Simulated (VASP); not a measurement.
# CsTlH4 (P4/mmm) in VASP: relaxation of cell and atoms with PBE

Aim: the relaxation of cell and atoms of CsTlH4 with PBE.

Everything below comes from runs of VASP 6.6.1. Logs are shortened: lines on timing, memory, paths and dates and some standing lists are left out, and cuts for length are marked.

## 1. The cell of the first run

The structure is tetragonal, space group P4/mmm (No. 123). Conventional cell: a = 4.341 Å, b = 4.341 Å, c = 5.521 Å, α = 90.00°, β = 90.00°, γ = 90.00°. Within 4.4 Å of Cs (site symmetry 4/mmm) lie 16 H at 3.10 to 3.51 Å and 8 Tl at 4.13 Å and 4 Cs at 4.34 Å. Within 2.9 Å of Tl (site symmetry 4/mmm) lie 6 H at 2.17 to 2.32 Å. H (site symmetry 4mm) has 1 H at 0.88 Å within 1.2 Å. H (site symmetry mmm) has 2 Tl at 2.17 Å within 2.9 Å.

## 2. Relaxation of cell and atoms, PBE

INCAR

```
SYSTEM = CsTlH4
PREC = Accurate ; ENCUT = 600
EDIFF = 1E-6 ; ISMEAR = 0
SIGMA = 0.1 ; LREAL = .FALSE.
LASPH = .TRUE. ; NELM = 100
ALGO = Normal ; ISIF = 3
LWAVE = .FALSE. ; LCHARG = .FALSE.
GGA = PE ; IBRION = 2
NSW = 100 ; EDIFFG = -0.01
```

KPOINTS

```
Automatic mesh
0
G
  10 10 8
  0 0 0
```

POSCAR

```
CsTlH4
1.0
    4.3405998534      0.0000000000      0.0000000000
    0.0000000000      4.3405998534      0.0000000000
    0.0000000000      0.0000000000      5.5211448862
Cs Tl H
1 1 4
Direct
    0.5000000000      0.5000000000      0.5000000000
    0.0000000000      0.0000000000      0.0000000000
    0.0000000000      0.0000000000      0.5795615879
    0.5000000000      0.0000000000      0.0000000000
    0.0000000000      0.5000000000      0.0000000000
    0.0000000000      0.0000000000      0.4204384121
```

Potentials or basis: VASP PAW PBE potentials, release 64 (Cs_sv, Tl_d, H).

Run with:

```bash
$ cat potpaw_PBE.64/Cs_sv/POTCAR potpaw_PBE.64/Tl_d/POTCAR potpaw_PBE.64/H/POTCAR > POTCAR
$ mpirun -np 1 vasp_std > vasp.out
```

OUTCAR:

```text
SYSTEM = CsTlH4
   PREC = Accurate
   ENCUT = 600
   EDIFF = 1E-6
   ISMEAR = 0
   LREAL = .FALSE.
   LASPH = .TRUE.
   NELM = 100
   ISIF = 3
   GGA = PE
   IBRION = 2
   NSW = 100
   EDIFFG = -0.01

 ion  position               nearest neighbor table
   1  0.500  0.500  0.500-
   2  0.000  0.000  0.000-   4 2.17   5 2.17   5 2.17   4 2.17   3 2.32   6 2.32
   3  0.000  0.000  0.580-   6 0.88   2 2.32
   4  0.500  0.000  0.000-   2 2.17   2 2.17
   5  0.000  0.500  0.000-   2 2.17   2 2.17
   6  0.000  0.000  0.420-   3 0.88   2 2.32

  LATTYP: Found a simple tetragonal cell.
 ALAT       =     4.3405998534
 C/A-ratio  =     1.2719773931

  Lattice vectors:

 A1 = (   4.3405998534,   0.0000000000,   0.0000000000)
 A2 = (   0.0000000000,   4.3405998534,   0.0000000000)
 A3 = (   0.0000000000,   0.0000000000,   5.5211448862)

Analysis of symmetry for initial positions (statically):
=====================================================================
 Subroutine PRICEL returns:
 Original cell was already a primitive cell.

 Routine SETGRP: Setting up the symmetry group for a
 simple tetragonal supercell.

 Subroutine GETGRP returns: Found 16 space group operations
 (whereof 16 operations were pure point group operations)
 out of a pool of 16 trial point group operations.

The static configuration has the point symmetry D_4h.

Analysis of symmetry for dynamics (positions and initial velocities):
=====================================================================
 Subroutine PRICEL returns:
 Original cell was already a primitive cell.

 Routine SETGRP: Setting up the symmetry group for a
 simple tetragonal supercell.

 Subroutine GETGRP returns: Found 16 space group operations
 (whereof 16 operations were pure point group operations)
 out of a pool of 16 trial point group operations.

The dynamic configuration has the point symmetry D_4h.

 Subroutine INISYM returns: Found 16 space group operations
 (whereof 16 operations are pure point group operations),
 and found     1 'primitive' translations

----------------------------------------------------------------------------------------

                                     Primitive cell

  volume of cell :     104.0228

[... 118 lines left out ...]
  Fermi-wavevector in a.u.,A,eV,Ry     =   1.031232  1.948746 14.468973  1.063440
  Thomas-Fermi vector in A             =   2.165370
   LORBIT       =      0    0 simple, 1 ext, 2 COOP (PROOUT), +10 PAW based schemes
   GGA     = PE    functional components
   LHFCALC =     F    Hartree Fock is set to
   AEXX    =    0.0000 exact exchange contribution
   IVDW    =     0    specifies the selected vdW correction
   LEPSILON=     F    determine dielectric tensor
   LRPA    =     F    only Hartree local field effects (RPA)
 conjugate gradient relaxation of ions
 non-spin polarized calculation
 Gauss-broadening in eV      SIGMA  =   0.10
  energy-cutoff  :      600.00
  volume of cell :      104.02
 maximum number of plane-waves:      3504
 NGX is ok and might be reduce to    36
   NGX = 17   NGY = 17   NGZ = 23

--------------------------------------- Ionic step        1  -------------------------------------------

 number of electron      26.0000001 magnetization

 Free energy of the ion-electron system (eV)
  ---------------------------------------------------
  ext. energy  EPLUGINS =         0.00000000
  ---------------------------------------------------
  free energy    TOTEN  =       -15.62562108 eV

  energy without entropy =      -15.61821593  energy(sigma->0) =      -15.62191851

------------------------ aborting loop because EDIFF is reached ----------------------------------------

  FORCE on cell =-STRESS in cart. coord.  units (eV):
  Direction    XX          YY          ZZ          XY          YZ          ZX
  --------------------------------------------------------------------------------------
  -------------------------------------------------------------------------------------
  Total        0.3109101      0.3109101     -0.2593254      0.0000000     -0.0000000      0.0000000
  in kB        4.7886908      4.7886908     -3.9941742      0.0000000     -0.0000000      0.0000000
  external PRESSURE =       1.8610691 kB  Pullay stress =       0.0000000 kB
[... 101 lines left out ...]
  FREE ENERGIE OF THE ION-ELECTRON SYSTEM (eV)
  ---------------------------------------------------
  free  energy   TOTEN  =       -15.6319289428 eV

  energy  without entropy=      -15.6252717641  energy(sigma->0) =      -15.62860035

[... ionic steps 4 to 8 ...]

--------------------------------------- Ionic step        9  -------------------------------------------

 number of electron      25.9999999 magnetization

------------------------ aborting loop because EDIFF is reached ----------------------------------------
[... 75 lines left out ...]
--------------------------------------- Ionic step       11  -------------------------------------------

 number of electron      25.9999999 magnetization

 Free energy of the ion-electron system (eV)
  ---------------------------------------------------
  ext. energy  EPLUGINS =         0.00000000
  ---------------------------------------------------
  free energy    TOTEN  =       -15.63630877 eV

  energy without entropy =      -15.63053067  energy(sigma->0) =      -15.63341972

 E-fermi :   2.7782     XC(G=0):  -8.2450

 val. band max:        2.7593465307   @ k =   0.2000   0.1000   0.5000
 cond. band min:       2.7942659903   @ k =   0.4000   0.3000   0.1250
 fundamental gap:      0.0349194596
 Fermi energy:         2.7782161536

 k-point     1 :       0.0000    0.0000    0.0000
  band No.  band energies     occupation
      1     -20.2146      2.00000
      2      -8.9031      2.00000
      3      -8.7363      2.00000
      4      -8.5353      2.00000
      5      -8.5353      2.00000
      6      -8.4311      2.00000
[... 457 lines left out ...]
      4      -8.5526      2.00000
      5      -8.5361      2.00000
      6      -8.4409      2.00000
[... 9 lines left out ...]
     16       5.5234      0.00000
     17       6.7232      0.00000

 [... further k-points ...]

------------------------ aborting loop because EDIFF is reached ----------------------------------------

  FORCE on cell =-STRESS in cart. coord.  units (eV):
  Direction    XX          YY          ZZ          XY          YZ          ZX
  --------------------------------------------------------------------------------------
  -------------------------------------------------------------------------------------
  Total       -0.0118579     -0.0118579     -0.0400656      0.0000000      0.0000000      0.0000000
  in kB       -0.1778753     -0.1778753     -0.6010050      0.0000000      0.0000000      0.0000000
  external PRESSURE =      -0.3189185 kB  Pullay stress =       0.0000000 kB
[... 21 lines left out ...]
  FREE ENERGIE OF THE ION-ELECTRON SYSTEM (eV)
  ---------------------------------------------------
  free  energy   TOTEN  =       -15.6363087655 eV

  energy  without entropy=      -15.6305306674  energy(sigma->0) =      -15.63341972

 reached required accuracy - stopping structural energy minimisation
```

Wall time 8.2 min (1 thread of AMD EPYC 9R45 (Zen 5), shared host); peak memory 0.41 GiB.

Results:

```
Free energy                           : -15.6363 eV
Relaxed volume                        : 17.80 Å³/atom
Relaxed cell                          : a = 4.446 Å, b = 4.446 Å, c = 5.402 Å, α = 90.00°, β = 90.00°, γ = 90.00°
Space group after relaxing (to 0.1 Å) : P4/mmm (No. 123)
Energy gained by relaxing             : 1.8 meV/atom
Ionic steps                           : 11
Pressure after relaxing               : 0.0 GPa
Largest force after relaxing          : 0.009 eV/Å
Band gap on the k mesh                : zero (bands 13 and 14 overlap by 2.25 eV)
```

Forces in eV/Å, atoms in the order of the input:
```
Cs   0.000  0.000  0.000
Tl   0.000  0.000  0.000
H    0.000  0.000  0.009
H    0.000  0.000  0.000
H    0.000  0.000  0.000
H    0.000  0.000 -0.009
```

The path:
```
step  energy change (eV)  largest force (eV/Å)  pressure (GPa)  volume (Å³)
   1              0.0000                0.0114            0.19       104.02
   2             -0.0020                0.0138            0.17       104.33
   3             -0.0063                0.0907            0.14       105.23
   4             -0.0079                0.2574            0.13       107.01
   5             -0.0085                0.2005            0.12       106.42
   6             -0.0098                0.1160            0.02       106.76
   7             -0.0105                0.0047           -0.11       107.24
   8             -0.0105                0.0104           -0.11       107.22
   9             -0.0105                0.0156           -0.10       107.19
  10             -0.0105                0.0144           -0.11       107.10
  11             -0.0107                0.0087           -0.03       106.81
```

Final structure:
```yaml
crystal:
  lattice:
    - [4.44648, 0.00000, 0.00000]
    - [0.00000, 4.44648, 0.00000]
    - [0.00000, 0.00000, 5.40221]
  atoms:
    - { symbol: Cs, position: [0.50000, 0.50000, 0.50000] }
    - { symbol: Tl, position: [0.00000, 0.00000, 0.00000] }
    - { symbol: H, position: [0.00000, 0.00000, 0.58059] }
    - { symbol: H, position: [0.50000, 0.00000, 0.00000] }
    - { symbol: H, position: [0.00000, 0.50000, 0.00000] }
    - { symbol: H, position: [0.00000, 0.00000, 0.41941] }
```

Caveat: spin-orbit coupling is left out, which moves the levels of the heavy elements.

The gap in the log of VASP goes by the Fermi energy; the results here count the filled bands.